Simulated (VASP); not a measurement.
Bi2Te3, 5 atoms in the cell. The structure is trigonal, space group R-3m (No. 166). The conventional cell has a = 4.469 Å, b = 4.469 Å, c = 29.570 Å, α = 90.00°, β = 90.00°, γ = 120.00°. Within 4.1 Å of Bi (site symmetry 3m) lie 3 Te at 3.14 Å and 3 Bi at 3.42 Å. Within 4.6 Å of Te (site symmetry -3m) lie 12 Te at 3.27 to 4.47 Å and 6 Bi at 4.60 Å. Within 4.1 Å of Te (site symmetry 3m) lie 3 Bi at 3.14 Å and 3 Te at 3.27 Å. 

| Item | Value |
| --- | --- |
| Program | VASP 6.6.1 |
| Task | single point |
| Functional | PBE |
| Potentials or basis | VASP PAW PBE potentials, release 64 (Bi_d, Te) |
| Cutoff | 520 eV |
| k mesh | 9 × 9 × 9 |
| Occupations | gaussian, width 0.1 eV |
| Spin | no spin polarisation |
| Dipole correction | no |
| Further INCAR settings | ALGO = Normal; EDIFF = 1e-07; NBANDS = 32 |

Potentials or basis: VASP PAW PBE potentials, release 64 (Bi_d, Te).

Launch:

```sh
$ cat potpaw_PBE.64/Bi_d/POTCAR potpaw_PBE.64/Te/POTCAR > POTCAR
$ mpirun -np 1 vasp_std > vasp.out
```

Hardware: 1 thread of Intel(R) Xeon(R) 6975P-C (Granite Rapids), on a shared host.

Estimate the wall time of this run.

Wall time 24 min on 1 thread of Intel(R) Xeon(R) 6975P-C (Granite Rapids) (shared host), peak memory 1.1 GiB. Counts: scf iterations 17, k points 85.
